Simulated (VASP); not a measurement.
A run of VASP 6.6.1 is set up as follows.

The input INCAR:

```
ALGO = Normal ; EDIFF = 1E-6
ENCUT = 520 ; GGA = PE
ISIF = 2 ; ISMEAR = 0
ISPIN = 2 ; LASPH = T
LCHARG = F ; LMAXMIX = 4
LORBIT = 11 ; LREAL = F
LWAVE = F ; MAGMOM = 4 0
NBANDS = 20 ; NELM = 150
PREC = Accurate ; SIGMA = 0.028000000000000004
```

File KPOINTS:

```
k-points
0
Gamma
  9 9 9
```

POSCAR

```
MnS
1.0
    0.0000000000      2.6045000000      2.6045000000
    2.6045000000      0.0000000000      2.6045000000
    2.6045000000      2.6045000000      0.0000000000
Mn S
1 1
Direct
    0.0000000000      0.0000000000      0.0000000000
    0.5000000000      0.5000000000      0.5000000000
```

Potentials or basis: VASP PAW PBE potentials, release 64 (Mn_pv, S).

The run is started by

```console
$ cat potpaw_PBE.64/Mn_pv/POTCAR potpaw_PBE.64/S/POTCAR > POTCAR
$ mpirun -np 1 vasp_std > vasp.out
```

(1) Predict the site moments.

(2) Predict the net moment.

Answers

(1) Mn +4.26; S +0.11 μB.

(2) 4.72 μB per cell.

Caveat: a cell with one magnetic atom can't hold antiferromagnetic order, which such compounds often take.
